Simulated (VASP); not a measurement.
A run of VASP 6.6.1:

INCAR

```
PREC = Accurate
ENCUT = 520
EDIFF = 1E-6
ISMEAR = -1
SIGMA = 0.1
LREAL = False
LASPH = True
NELM = 80
ALGO = Normal
ISIF = 2
LWAVE = False
LCHARG = False
GGA = PE
NBANDS = 19
```

KPOINTS

```
Automatic mesh
0
Gamma
  24 24 12
```

File POSCAR:

```
Cr
1.0
    2.3856795719      0.0000000000      0.0000000000
   -1.1928397860      2.0660591146      0.0000000000
    0.0000000000      0.0000000000      4.2596071397
Cr
2
Direct
    0.3333333333      0.6666666667      0.2500000000
    0.6666666667      0.3333333333      0.7500000000
```

Potentials or basis: VASP PAW PBE potentials, release 64 (Cr_pv).

Run with:

```sh
$ cat potpaw_PBE.64/Cr_pv/POTCAR > POTCAR
$ mpirun -np 1 vasp_std > vasp.out
```

Hardware: 1 thread of Intel Xeon 8259CL (shared host).

Estimate the wall time of this run.

Run time: 3.4 min on 1 thread of Intel Xeon 8259CL (shared host), peak memory 0.25 GiB. Counts: scf iterations 12, k points 427.
